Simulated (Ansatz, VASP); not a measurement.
**Two plane-wave programs on Ga8H**

```
Ga H
1.0
    -3.01136    3.01136    4.28795
     3.01136   -3.01136    4.28795
     3.01136    3.01136   -4.28795
Ga H
8 1
Direct
  0.98711 0.98711 0.00000
  0.00271 0.00271 0.50542
  0.00271 0.49729 0.00000
  0.00000 0.50000 0.50000
  0.49729 0.00271 0.00000
  0.50000 0.00000 0.50000
  0.51289 0.51289 0.00000
  0.49729 0.49729 0.49458
  0.25000 0.25000 0.00000
```

Alike in both runs: functional PBE; k mesh 6 × 6 × 6; occupations gaussian, width 0.1 eV; no spin polarisation.

Ansatz relaxed the structure, and its values are those at the end. VASP's run is a single point on that final structure, the one shown.

```csv
,VASP,Ansatz
version,VASP 6.6.1,Ansatz 0.2.0
potentials or method,"VASP PAW PBE potentials, release 64 (Ga_d, H), cutoff 520 eV","scalar-relativistic, plane waves, PAW"
valence electrons in the cell,105,105
```

```csv
,VASP,Ansatz,Ansatz less VASP
gap on the k mesh at the Fermi level (eV),none,none,-
pressure (GPa),0.2,0.1,-0.08
rms of the force components (eV/Å),0.011,0.010,-0.0008
```

A gap of «none» marks a metal or a gap that the smearing closes.
